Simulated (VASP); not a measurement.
# AlRu2 (P4_2/mnm) in VASP: notebook, part 2 of 2

VASP 6.6.1. The steps go on from the part before.

## 4. Single point, PBE

This run uses another cell than the first one, of 16.89 Å³/atom.

Contents of INCAR:

```
PREC = Accurate ; ENCUT = 520
EDIFF = 1E-6 ; ISMEAR = 0
SIGMA = 0.1 ; LREAL = False
LASPH = True ; NELM = 80
ALGO = Fast ; ISIF = 2
LWAVE = False ; LCHARG = False
GGA = PE ; NBANDS = 40
```

Contents of KPOINTS:

```
Automatic mesh
0
Gamma
  4 4 6
```

Contents of POSCAR:

```
AlRu2
1.0
    6.1310045500      0.0000000000      0.0000000000
    0.0000000000      6.1310045500      0.0000000000
    0.0000000000      0.0000000000      2.6952851365
Al Ru
2 4
Direct
    0.0000000000      0.0000000000      0.0000000000
    0.5000000000      0.5000000000      0.5000000000
    0.2670217844      0.2670217844      0.0000000000
    0.2329782156      0.7670217844      0.5000000000
    0.7329782156      0.7329782156      0.0000000000
    0.7670217844      0.2329782156      0.5000000000
```

Potentials or basis: VASP PAW PBE potentials, release 64 (Al, Ru_pv).

Command:

```bash
$ cat potpaw_PBE.64/Al/POTCAR potpaw_PBE.64/Ru_pv/POTCAR > POTCAR
$ mpirun -np 1 vasp_std > vasp.out
```

OUTCAR:

```text
PREC = Accurate
   ENCUT = 520
   EDIFF = 1E-6
   ISMEAR = 0
   LREAL = False
   LASPH = True
   NELM = 80
   ISIF = 2
   GGA = PE

 ion  position               nearest neighbor table
   1  0.000  0.000  0.000-   3 2.32   5 2.32   4 2.43   6 2.43   4 2.43   6 2.43
   2  0.500  0.500  0.500-   4 2.32   6 2.32   5 2.43   3 2.43   3 2.43   5 2.43
   3  0.267  0.267  0.000-   1 2.32   2 2.43   2 2.43   6 3.36   4 3.36   4 3.36   6 3.36   4 3.36
                             4 3.36   6 3.36   6 3.36
   4  0.233  0.767  0.500-   2 2.32   1 2.43   1 2.43   5 3.36   3 3.36   3 3.36   5 3.36   3 3.36
[... 1246 lines left out ...]
  Total        0.0942536      0.0942536      0.2135572      0.0000000      0.0000000      0.0000000
  in kB        1.4905291      1.4905291      3.3771998      0.0000000      0.0000000      0.0000000
  external PRESSURE =       2.1194193 kB  Pullay stress =       0.0000000 kB

 VOLUME and BASIS-vectors are now :
 -----------------------------------------------------------------------------
  energy-cutoff  :      520.00
  volume of cell :      101.31
      direct lattice vectors                 reciprocal lattice vectors
     6.131004550  0.000000000  0.000000000     0.163105408  0.000000000  0.000000000
     0.000000000  6.131004550  0.000000000     0.000000000  0.163105408  0.000000000
     0.000000000  0.000000000  2.695285136     0.000000000  0.000000000  0.371018259

 POSITION                                       TOTAL-FORCE (eV/Angst)
 -----------------------------------------------------------------------------------
      0.00000      0.00000      0.00000         0.000000     -0.000000      0.000000
      3.06550      3.06550      1.34764         0.000000     -0.000000      0.000000
      1.63711      1.63711      0.00000         0.010576      0.010576     -0.000000
      1.42839      4.70261      1.34764        -0.010576      0.010576      0.000000
      4.49389      4.49389      0.00000        -0.010576     -0.010576      0.000000
      4.70261      1.42839      1.34764         0.010576     -0.010576      0.000000
 -----------------------------------------------------------------------------------
    total drift:                                0.000000     -0.000000      0.000000

  FREE ENERGIE OF THE ION-ELECTRON SYSTEM (eV)
  ---------------------------------------------------
  free  energy   TOTEN  =       -38.8984071135 eV

  energy  without entropy=      -38.8332585314  energy(sigma->0) =      -38.86583282
```

OSZICAR:

```text
N       E                     dE             d eps       ncg     rms          rms(c)
DAV:   1     0.659708305345E+03    0.65971E+03   -0.35888E+04  2072   0.155E+03
DAV:   2    -0.187927892998E+02   -0.67850E+03   -0.65364E+03  2080   0.468E+02
DAV:   3    -0.420858242809E+02   -0.23293E+02   -0.21576E+02  2360   0.837E+01
DAV:   4    -0.425036683820E+02   -0.41784E+00   -0.41634E+00  2136   0.999E+00
DAV:   5    -0.425155964065E+02   -0.11928E-01   -0.11928E-01  2608   0.160E+00    0.192E+01
RMM:   6    -0.389836372589E+02    0.35320E+01   -0.17306E+01  1940   0.213E+01    0.403E+00
RMM:   7    -0.389022953056E+02    0.81342E-01   -0.12112E+00  2011   0.604E+00    0.252E+00
RMM:   8    -0.388944836033E+02    0.78117E-02   -0.19325E-01  2053   0.208E+00    0.804E-01
RMM:   9    -0.388976553666E+02   -0.31718E-02   -0.53474E-02  2204   0.105E+00    0.394E-01
RMM:  10    -0.388980716526E+02   -0.41629E-03   -0.11021E-02  2157   0.518E-01    0.249E-01
RMM:  11    -0.388983916349E+02   -0.31998E-03   -0.40459E-03  2185   0.308E-01    0.102E-01
RMM:  12    -0.388983565396E+02    0.35095E-04   -0.14508E-03  2177   0.183E-01    0.415E-02
RMM:  13    -0.388984030231E+02   -0.46484E-04   -0.47102E-04  2561   0.765E-02    0.589E-02
RMM:  14    -0.388984117000E+02   -0.86768E-05   -0.44467E-05  2337   0.287E-02    0.121E-01
RMM:  15    -0.388984098842E+02    0.18158E-05   -0.89496E-06  1898   0.130E-02    0.817E-02
RMM:  16    -0.388984073477E+02    0.25364E-05   -0.92144E-06  2051   0.180E-02    0.450E-03
RMM:  17    -0.388984071135E+02    0.23422E-06   -0.21422E-06  1144   0.865E-03
   1 F= -.38898407E+02 E0= -.38865833E+02  d E =-.651486E-01
```

It took 70 s on 1 thread of AMD EPYC 9R45 (Zen 5), shared host; peak memory 0.21 GiB.

What came out:

```
Free energy            : -38.8984 eV
Pressure               : 0.2 GPa
Largest force          : 0.015 eV/Å
Band gap on the k mesh : zero (bands 31 and 32 overlap by 1.35 eV)
```

Forces on the atoms (eV/Å):
```
Al   0.000  0.000  0.000
Al   0.000  0.000  0.000
Ru   0.011  0.011  0.000
Ru  -0.011  0.011  0.000
Ru  -0.011 -0.011  0.000
Ru   0.011 -0.011  0.000
```

Caveat: the k points lie up to 0.39 Å⁻¹ apart, too coarse for converged energies and pressures of a metal.

## 5. Single point, PBE

This run uses another cell than the first one, of 16.96 Å³/atom.

Contents of INCAR:

```
SYSTEM = AlRu2
PREC = Accurate
ENCUT = 520
EDIFF = 1E-7
ISMEAR = 0
SIGMA = 0.1
LREAL = .FALSE.
LASPH = .TRUE.
NELM = 60
ALGO = Fast
ISIF = 2
LWAVE = .FALSE.
LCHARG = .TRUE.
GGA = PE
LELF = .TRUE.
LVHAR = .TRUE.
NBANDS = 40
```

Contents of KPOINTS:

```
Automatic mesh
0
G
  6 6 14
  0 0 0
```

Contents of POSCAR:

```
AlRu2
1.0
    6.2299229109      0.0000000000      0.0000000000
    0.0000000000      6.2299229109      0.0000000000
    0.0000000000      0.0000000000      2.6220819563
Al Ru
2 4
Direct
    0.0000000000      0.0000000000      0.0000000000
    0.5000000000      0.5000000000      0.5000000000
    0.2658174606      0.2658174606      0.0000000000
    0.2341825394      0.7658174606      0.5000000000
    0.7341825394      0.7341825394      0.0000000000
    0.7658174606      0.2341825394      0.5000000000
```

Potentials or basis: VASP PAW PBE potentials, release 64 (Al, Ru_pv).

Command:

```bash
$ cat potpaw_PBE.64/Al/POTCAR potpaw_PBE.64/Ru_pv/POTCAR > POTCAR
$ mpirun -np 1 vasp_std > vasp.out
```

OUTCAR:

```text
SYSTEM = AlRu2
   PREC = Accurate
   ENCUT = 520
   EDIFF = 1E-7
   ISMEAR = 0
   LREAL = .FALSE.
   LASPH = .TRUE.
   NELM = 60
   ISIF = 2
   GGA = PE

 ion  position               nearest neighbor table
   1  0.000  0.000  0.000-   3 2.34   5 2.34   4 2.44   6 2.44   4 2.44   6 2.44
   2  0.500  0.500  0.500-   4 2.34   6 2.34   5 2.44   3 2.44   3 2.44   5 2.44
   3  0.266  0.266  0.000-   1 2.34   2 2.44   2 2.44
   4  0.234  0.766  0.500-   2 2.34   1 2.44   1 2.44
   5  0.734  0.734  0.000-   1 2.34   2 2.44   2 2.44
   6  0.766  0.234  0.500-   2 2.34   1 2.44   1 2.44

  LATTYP: Found a simple tetragonal cell.
 ALAT       =     6.2299229109
 C/A-ratio  =     0.4208851368

  Lattice vectors:

 A1 = (   6.2299229109,   0.0000000000,   0.0000000000)
 A2 = (   0.0000000000,   6.2299229109,   0.0000000000)
 A3 = (   0.0000000000,   0.0000000000,   2.6220819563)

Analysis of symmetry for initial positions (statically):
=====================================================================
 Subroutine PRICEL returns:
 Original cell was already a primitive cell.

 Routine SETGRP: Setting up the symmetry group for a
[... 184 lines left out ...]
 fundamental gap:      0.0046592767
 Fermi energy:         7.9527079029

 k-point     1 :       0.0000    0.0000    0.0000
  band No.  band energies     occupation
      1     -34.3009      2.00000
      2     -34.2640      2.00000
      3     -34.2640      2.00000
      4     -34.2357      2.00000
      5     -34.2017      2.00000
      6     -34.1742      2.00000
[... 1021 lines left out ...]
     39      13.6331      0.00000
     40      13.6331      0.00000

 [... further k-points ...]

------------------------ aborting loop because EDIFF is reached ----------------------------------------

  FORCE on cell =-STRESS in cart. coord.  units (eV):
  Direction    XX          YY          ZZ          XY          YZ          ZX
  --------------------------------------------------------------------------------------
  -------------------------------------------------------------------------------------
  Total        0.0048041      0.0048041      0.0174454      0.0000000      0.0000000      0.0000000
  in kB        0.0756334      0.0756334      0.2746502      0.0000000      0.0000000      0.0000000
  external PRESSURE =       0.1419723 kB  Pullay stress =       0.0000000 kB

 VOLUME and BASIS-vectors are now :
 -----------------------------------------------------------------------------
  energy-cutoff  :      520.00
  volume of cell :      101.77
      direct lattice vectors                 reciprocal lattice vectors
     6.229922911  0.000000000  0.000000000     0.160515630  0.000000000  0.000000000
     0.000000000  6.229922911  0.000000000     0.000000000  0.160515630  0.000000000
     0.000000000  0.000000000  2.622081956     0.000000000  0.000000000  0.381376332

 POSITION                                       TOTAL-FORCE (eV/Angst)
 -----------------------------------------------------------------------------------
      0.00000      0.00000      0.00000        -0.000000     -0.000000      0.000000
      3.11496      3.11496      1.31104        -0.000000     -0.000000      0.000000
      1.65602      1.65602      0.00000        -0.002109     -0.002109     -0.000000
      1.45894      4.77098      1.31104         0.002109     -0.002109      0.000000
      4.57390      4.57390      0.00000         0.002109      0.002109      0.000000
      4.77098      1.45894      1.31104        -0.002109      0.002109      0.000000
 -----------------------------------------------------------------------------------
    total drift:                                0.000000     -0.000000     -0.000000

  FREE ENERGIE OF THE ION-ELECTRON SYSTEM (eV)
  ---------------------------------------------------
  free  energy   TOTEN  =       -39.1073350572 eV

  energy  without entropy=      -39.0629168960  energy(sigma->0) =      -39.08512598
```

stdout:

```text
POSCAR found type information on POSCAR AlRu
 POSCAR found :  2 types and       6 ions
 scaLAPACK will be used
 LDA part: xc-table for (Slater+PW92), standard interpolation
 POSCAR, INCAR and KPOINTS ok, starting setup
 FFT: planning ... GRIDC
 FFT: planning ... GRID_SOFT
 FFT: planning ... GRID
 WAVECAR not read
 entering main loop
```

It took 4.2 min on 1 thread of AMD EPYC 9R45 (Zen 5), shared host; peak memory 0.34 GiB.

What came out:

```yaml
Free_energy: -39.1073 eV
Pressure: 0.0 GPa
Band_gap_on_the_k_mesh: zero (bands 31 and 32 overlap by 1.66 eV)
```

Forces in eV/Å, atoms in the order of the input:
```
Al   0.000  0.000  0.000
Al   0.000  0.000  0.000
Ru  -0.002 -0.002  0.000
Ru   0.002 -0.002  0.000
Ru   0.002  0.002  0.000
Ru  -0.002  0.002  0.000
```

Levels at points of the mesh, in eV from the Fermi level:
```
           k point  band 26  band 27  band 28  band 29  band 30  band 31  band 32  band 33  band 34  band 35
(0.00, 0.00, 0.00)    -0.39    -0.39     0.00     0.00     0.00     0.00     0.35     0.46     0.63     0.85
(0.50, 0.00, 0.00)    -1.04    -0.77    -0.77    -0.17    -0.17     0.32     0.32     0.55     0.55     0.91
(0.50, 0.50, 0.00)    -1.86    -0.77    -0.77     0.08     0.08     0.13     0.13     0.67     0.67     0.70
(0.00, 0.00, 0.50)    -1.63    -0.80    -0.80    -0.69    -0.69     0.36     0.36     2.50     2.50     3.30
(0.50, 0.00, 0.50)    -0.82    -0.82    -0.82     0.18     0.18     0.40     0.40     1.50     1.50     2.01
(0.50, 0.50, 0.50)    -0.98    -0.21    -0.21    -0.09    -0.09     0.73     0.73     0.76     0.76     1.28
```

## 6. The runs side by side

```csv
task,cell,k mesh,cutoff (eV),gap on the mesh (eV),pressure (GPa),largest force (eV/Å)
relaxation of cell and atoms,"relaxed from a = 5.133, b = 5.133, c = 3.306 Å, 6 atoms, atomic positions A",4 × 4 × 6,600,none,0.0,0.01
single point,"a = 5.133, b = 5.133, c = 3.306 Å, 6 atoms, atomic positions A",4 × 4 × 6,520,none,38.2,2.38
single point,"a = 6.131, b = 6.131, c = 2.695 Å, 6 atoms, atomic positions B",4 × 4 × 6,520,none,0.2,0.01
single point,"a = 6.230, b = 6.230, c = 2.622 Å, 6 atoms, atomic positions B",6 × 6 × 14,520,none,0.0,-
```

Alike in all rows: level PBE; potentials or basis VASP PAW PBE potentials, release 64 (Al, Ru_pv); no spin polarisation; smearing gaussian 0.1 eV.

Caveats: some runs use coarse meshes; the volume moved by over 15 % at a fixed basis, so the end points are rough (at least some runs); the cell stands under pressure (at least some runs); forces of over 1 eV/Å act on the atoms, so gaps and moduli don't describe the material at rest (at least some runs).

Absolute energies hang on the potentials; compare differences alone.
